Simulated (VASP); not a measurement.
Runs of VASP 6.6.1 on MgS. The structure is that of space group Fm-3m (No. 225), or close to it. The cells are those of the table. 

| cell | gap on the mesh (eV) | pressure (GPa) |
| --- | --- | --- |
| a = 3.726, b = 3.726, c = 3.679 Å, angles 60.4, 60.4, 59.2°, 2 atoms | 2.55 | (a) |
| a = 3.495 Å, angles 60.0°, 2 atoms | 3.01 | 14.7 |
| a = 3.542, b = 3.542, c = 3.587 Å, angles 59.6, 59.6, 60.9°, 2 atoms | 2.77 | 8.4 |
| a = 3.863 Å, angles 60.0°, 2 atoms | (c) | (b) |
| a = 3.818, b = 3.818, c = 3.771 Å, angles 60.4, 60.4, 59.2°, 2 atoms | 2.40 | -7.0 |

Alike in all rows: task single point; level PBEsol; potentials or basis VASP PAW PBE potentials, release 64 (Mg, S); no spin polarisation; k mesh 8 × 8 × 8; cutoff (eV) 600; smearing gaussian 0.05 eV.

Question: Estimate the missing entries.

Answer: (a) -2.8; (b) -9.1; (c) 2.39.

Caveats: the PAW data sets were made with another functional, which shifts forces and pressure a little.

A k mesh can miss the band edges.
